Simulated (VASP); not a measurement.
# Os (Pm-3m) in VASP: single point with LDA+U

Aim: the single point of Os with LDA+U.

Program: VASP 6.6.1. These are calculated values, not measurements. Logs are shortened: lines on timing, memory, paths and dates and some standing lists are left out, and cuts for length are marked.

### 1 The cell of the first run

The structure is cubic, space group Pm-3m (No. 221). Conventional cell: a = 2.531 Å, b = 2.531 Å, c = 2.531 Å, α = 90.00°, β = 90.00°, γ = 90.00°. Os (site symmetry m-3m) has 6 Os at 2.53 Å within 3.3 Å.

### 2 Single point, LDA+U

Contents of INCAR:

```
ALGO = Normal
EDIFF = 1E-6
ENCUT = 520
GGA = CA
ISIF = 2
ISMEAR = -4
LASPH = T
LCHARG = F
LDAU = T
LDAUJ = 0
LDAUL = 2
LDAUPRINT = 1
LDAUTYPE = 2
LDAUU = 1
LMAXMIX = 4
LREAL = F
LWAVE = F
NBANDS = 10
NELM = 150
PREC = Accurate
SIGMA = 0.1
```

Contents of KPOINTS:

```
k-points
0
Gamma
  15 15 15
```

Contents of POSCAR:

```
Os
1.0
    2.5313331119      0.0000000000      0.0000000000
    0.0000000000      2.5313331119      0.0000000000
    0.0000000000      0.0000000000      2.5313331119
Os
1
Direct
    0.0000000000      0.0000000000      0.0000000000
```

Potentials or basis: VASP PAW LDA potentials, release 64 (Os).

On the command line:

```bash
$ cat potpaw_LDA.64/Os/POTCAR > POTCAR
$ mpirun -np 1 vasp_std > vasp.out
```

OUTCAR:

```text
EDIFF = 1E-6
   ENCUT = 520
   GGA = CA
   ISIF = 2
   ISMEAR = -4
   LASPH = T
   LREAL = F
   NELM = 150
   PREC = Accurate

 ion  position               nearest neighbor table
   1  0.000  0.000  0.000-

  LATTYP: Found a simple cubic cell.
 ALAT       =     2.5313331119

  Lattice vectors:

 A1 = (   2.5313331119,   0.0000000000,   0.0000000000)
 A2 = (   0.0000000000,   2.5313331119,   0.0000000000)
 A3 = (   0.0000000000,   0.0000000000,   2.5313331119)

Analysis of symmetry for initial positions (statically):
=====================================================================
 Subroutine PRICEL returns:
 Original cell was already a primitive cell.

 Routine SETGRP: Setting up the symmetry group for a
 simple cubic supercell.

 Subroutine GETGRP returns: Found 48 space group operations
 (whereof 48 operations were pure point group operations)
 out of a pool of 48 trial point group operations.

The static configuration has the point symmetry O_h .

Analysis of symmetry for dynamics (positions and initial velocities):
=====================================================================
 Subroutine PRICEL returns:
 Original cell was already a primitive cell.

 Routine SETGRP: Setting up the symmetry group for a
 simple cubic supercell.

 Subroutine GETGRP returns: Found 48 space group operations
 (whereof 48 operations were pure point group operations)
 out of a pool of 48 trial point group operations.

The dynamic configuration has the point symmetry O_h .

 Subroutine INISYM returns: Found 48 space group operations
 (whereof 48 operations are pure point group operations),
 and found     1 'primitive' translations

----------------------------------------------------------------------------------------

                                     Primitive cell

  volume of cell :      16.2199

  direct lattice vectors                    reciprocal lattice vectors
     2.531333112  0.000000000  0.000000000     0.395048757  0.000000000  0.000000000
     0.000000000  2.531333112  0.000000000     0.000000000  0.395048757  0.000000000
     0.000000000  0.000000000  2.531333112     0.000000000  0.000000000  0.395048757

  length of vectors
     2.531333112  2.531333112  2.531333112     0.395048757  0.395048757  0.395048757

  position of ions in fractional coordinates (direct lattice)
     0.000000000  0.000000000  0.000000000

  ion indices of the primitive-cell ions
   primitive index   ion index
                 1           1

----------------------------------------------------------------------------------------

 KPOINTS: k-points

Automatic generation of k-mesh.
 Grid dimensions read from file:
 generate k-points for:   15   15   15

 Generating k-lattice:

  Cartesian coordinates                     Fractional coordinates (reciprocal lattice)
     0.026336584  0.000000000  0.000000000     0.066666667  0.000000000  0.000000000
     0.000000000  0.026336584  0.000000000     0.000000000  0.066666667  0.000000000
     0.000000000  0.000000000  0.026336584     0.000000000  0.000000000  0.066666667

  Length of vectors
     0.026336584  0.026336584  0.026336584

  Shift w.r.t. Gamma in fractional coordinates (k-lattice)
     0.000000000  0.000000000  0.000000000

 TETIRR: Found   1667 inequivalent tetrahedra from    20250

 Subroutine IBZKPT returns following result:
 ===========================================

[... 38 lines left out ...]
   PREC   = accura    normal or accurate (medium, high low for compatibility)
   ISTART =      0    job   : 0-new  1-cont  2-samecut
   ICHARG =      2    charge: 1-file 2-atom 10-const
   ISPIN  =      1    spin polarized calculation?
   LNONCOLLINEAR =      F non collinear calculations
   LSORBIT =      F    spin-orbit coupling
   LASPH  =      T    aspherical Exc in radial PAW
   ENCUT  =  520.0 eV  38.22 Ry    6.18 a.u.   4.71  4.71  4.71*2*pi/ulx,y,z
   NELM   =    150;   NELMIN=  2; NELMDL= -5     # of ELM steps
   EDIFF  = 0.1E-05   stopping-criterion for ELM
   LREAL  =      F    real-space projection
   EDIFFG = 0.1E-04   stopping-criterion for IOM
   NSW    =      0    number of steps for IOM
   IBRION =     -1    ionic relax: 0-MD 1-quasi-New 2-CG
   NFREE  =      0    steps in history (QN), initial steepest desc. (CG)
   ISIF   =      2    stress and relaxation
   ISYM   =      2    0-nonsym 1-usesym 2-fastsym
   POTIM  = 0.5000    time-step for ionic-motion
   TEBEG  =    0.0;   TEEND  =   0.0 temperature during run
   PSTRESS=    0.0 pullay stress
   NELECT =       8.0000    total number of electrons
   NUPDOWN=      -1.0000    fix difference up-down
   EMIN   =  10.00;   EMAX   =-10.00  energy-range for DOS
   EFERMI =   0.00;   METHOD = LEGACY
   ISMEAR =    -4;   SIGMA  =   0.10  broadening in eV -4-tet -1-fermi 0-gaus
   EFERMI_NEDOS =   21; number of points for ismear=-14 and -15
   IALGO  =     38    algorithm
   IMIX   =      4    mixing-type and parameters
     AMIX     =   0.40;   BMIX     =  1.00
     AMIX_MAG =   1.60;   BMIX_MAG =  1.00
  volume/ion in A,a.u.               =      16.22       109.46
  Fermi-wavevector in a.u.,A,eV,Ry     =   1.293468  2.444299 22.763339  1.673058
  Thomas-Fermi vector in A             =   2.425111
   LORBIT       =      0    0 simple, 1 ext, 2 COOP (PROOUT), +10 PAW based schemes
 LDA+U is selected, type is set to LDAUTYPE =  2
   angular momentum for each species LDAUL =     2
   U (eV)           for each species LDAUU =   1.0
   J (eV)           for each species LDAUJ =   0.0
   GGA     = CA    functional components
   LHFCALC =     F    Hartree Fock is set to
   AEXX    =    0.0000 exact exchange contribution
   IVDW    =     0    specifies the selected vdW correction
   LEPSILON=     F    determine dielectric tensor
   LRPA    =     F    only Hartree local field effects (RPA)
 non-spin polarized calculation
 Fermi weights with tetrahedron method witout Bloechl corrections
  energy-cutoff  :      520.00
  volume of cell :       16.22
 maximum number of plane-waves:       461
 NGX is ok and might be reduce to    20
   NGX =  9   NGY =  9   NGZ =  9

atom =   1  type =  1  l = 2

 onsite density matrix

spin component  1

  0.6053 -0.0000 -0.0000  0.0000  0.0000
 -0.0000  0.6053  0.0000 -0.0000  0.0000
 -0.0000  0.0000  0.6999  0.0000 -0.0000
  0.0000 -0.0000  0.0000  0.6053 -0.0000
  0.0000  0.0000 -0.0000 -0.0000  0.6999

spin component  2

  0.6053 -0.0000 -0.0000  0.0000  0.0000
 -0.0000  0.6053  0.0000 -0.0000  0.0000
 -0.0000  0.0000  0.6999  0.0000 -0.0000
  0.0000 -0.0000  0.0000  0.6053 -0.0000
  0.0000  0.0000 -0.0000 -0.0000  0.6999

 occupancies and eigenvectors

  o =  0.6053  v =  1.0000  0.0000  0.0000  0.0000  0.0000  0.0000  0.0000  0.0000  0.0000  0.0000      0.0000  0.0000  0.0000  0.0000  0.0000  0.0000  0.0000  0.0000  0.0000  0.0000
  o =  0.6053  v =  0.0000 -0.7483 -0.0000 -0.6633 -0.0000  0.0000  0.0000  0.0000  0.0000  0.0000      0.0000  0.0000  0.0000  0.0000  0.0000  0.0000  0.0000  0.0000  0.0000  0.0000
  o =  0.6053  v =  0.0000  0.0000  0.0000  0.0000  0.0000  1.0000  0.0000  0.0000  0.0000  0.0000      0.0000  0.0000  0.0000  0.0000  0.0000  0.0000  0.0000  0.0000  0.0000  0.0000
  o =  0.6053  v =  0.0000  0.0000  0.0000  0.0000  0.0000  0.0000 -0.7483 -0.0000 -0.6633 -0.0000      0.0000  0.0000  0.0000  0.0000  0.0000  0.0000  0.0000  0.0000  0.0000  0.0000
  o =  0.6053  v =  0.0000  0.0000  0.0000  0.0000  0.0000  0.0000  0.6633 -0.0000 -0.7483  0.0000      0.0000  0.0000  0.0000  0.0000  0.0000  0.0000  0.0000  0.0000  0.0000  0.0000
  o =  0.6053  v =  0.0000  0.6633 -0.0000 -0.7483  0.0000  0.0000  0.0000  0.0000  0.0000  0.0000      0.0000  0.0000  0.0000  0.0000  0.0000  0.0000  0.0000  0.0000  0.0000  0.0000
  o =  0.6999  v =  0.0000  0.0000  0.0000  0.0000  0.0000  0.0000  0.0000  1.0000 -0.0000 -0.0012      0.0000  0.0000  0.0000  0.0000  0.0000  0.0000  0.0000  0.0000  0.0000  0.0000
  o =  0.6999  v =  0.0000  0.0000  1.0000 -0.0000 -0.0012  0.0000  0.0000  0.0000  0.0000  0.0000      0.0000  0.0000  0.0000  0.0000  0.0000  0.0000  0.0000  0.0000  0.0000  0.0000
  o =  0.6999  v =  0.0000 -0.0000  0.0012 -0.0000  1.0000  0.0000  0.0000  0.0000  0.0000  0.0000      0.0000  0.0000  0.0000  0.0000  0.0000  0.0000  0.0000  0.0000  0.0000  0.0000
  o =  0.6999  v =  0.0000  0.0000  0.0000  0.0000  0.0000  0.0000 -0.0000  0.0012 -0.0000  1.0000      0.0000  0.0000  0.0000  0.0000  0.0000  0.0000  0.0000  0.0000  0.0000  0.0000

 number of electron       7.9999998 magnetization

 Free energy of the ion-electron system (eV)
  ---------------------------------------------------
  ext. energy  EPLUGINS =         0.00000000
  ---------------------------------------------------
  free energy    TOTEN  =        -9.86330694 eV

  energy without entropy =       -9.86330694  energy(sigma->0) =       -9.86330694

 E-fermi :   7.4243     XC(G=0): -13.1917

 val. band max:        7.8898554895   @ k =   0.3333   0.3333   0.3333
 cond. band min:       7.2251092203   @ k =   0.3333   0.2000   0.0000
 fundamental gap:     -0.6647462692
 Fermi energy:         7.4243092955

 k-point     1 :       0.0000    0.0000    0.0000
  band No.  band energies     occupation
      1      -2.1802      2.00000
      2       1.0805      2.00000
      3       1.0805      2.00000
      4       9.7376      0.00000
      5       9.7376      0.00000
      6       9.7376      0.00000
      7      23.1711      0.00000
      8      23.1711      0.00000
      9      23.1711      0.00000
     10      29.4570      0.00000
[... 287 lines left out ...]
 k-point    24 :       0.3333    0.2000    0.0000
  band No.  band energies     occupation
      1       1.0879      2.00000
      2       2.7646      2.00000
      3       4.2932      2.00000
      4       7.0617      2.00000
      5       7.2251      0.64484
      6       8.7310      0.00000
      7      16.9879      0.00000
      8      22.4869      0.00000
      9      26.1594      0.00000
     10      30.5577      0.00000

 [... further k-points ...]

------------------------ aborting loop because EDIFF is reached ----------------------------------------

  FORCE on cell =-STRESS in cart. coord.  units (eV):
  Direction    XX          YY          ZZ          XY          YZ          ZX
  --------------------------------------------------------------------------------------
  -------------------------------------------------------------------------------------
  Total       -0.7001397     -0.7001397     -0.7001397      0.0000000      0.0000000     -0.0000000
  in kB      -69.1587887    -69.1587887    -69.1587887      0.0000000      0.0000000     -0.0000000
  external PRESSURE =     -69.1587887 kB  Pullay stress =       0.0000000 kB

 VOLUME and BASIS-vectors are now :
 -----------------------------------------------------------------------------
  energy-cutoff  :      520.00
  volume of cell :       16.22
      direct lattice vectors                 reciprocal lattice vectors
     2.531333112  0.000000000  0.000000000     0.395048757  0.000000000  0.000000000
     0.000000000  2.531333112  0.000000000     0.000000000  0.395048757  0.000000000
     0.000000000  0.000000000  2.531333112     0.000000000  0.000000000  0.395048757

 POSITION                                       TOTAL-FORCE (eV/Angst)
 -----------------------------------------------------------------------------------
      0.00000      0.00000      0.00000         0.000000      0.000000      0.000000
 -----------------------------------------------------------------------------------
    total drift:                               -0.000000      0.000000      0.000000

  FREE ENERGIE OF THE ION-ELECTRON SYSTEM (eV)
  ---------------------------------------------------
  free  energy   TOTEN  =        -9.8633069378 eV

  energy  without entropy=       -9.8633069378  energy(sigma->0) =       -9.86330694
```

Wall time 11 s (1 thread of Intel Xeon Platinum 8259CL at 2.50GHz (Skylake/Cascade Lake), shared host); peak memory 0.13 GiB.

Results:

```
Free energy            : -9.8633 eV
Pressure               : -6.9 GPa
Band gap on the k mesh : zero (band 4 reaches 12.07 eV, above the bottom of band 5 at 6.18 eV)
```

Eigenvalues of the final occupation matrices:
```csv
site,spin,trace,eigenvalues
site 1 d,1,3.22,0.61 0.61 0.61 0.70 0.70
site 1 d,2,3.22,0.61 0.61 0.61 0.70 0.70
```

Caveat: spin-orbit coupling is left out, which moves the levels of the heavy elements; U without spin polarisation on a metal has little footing; the U is typed as a test and isn't derived for this compound.
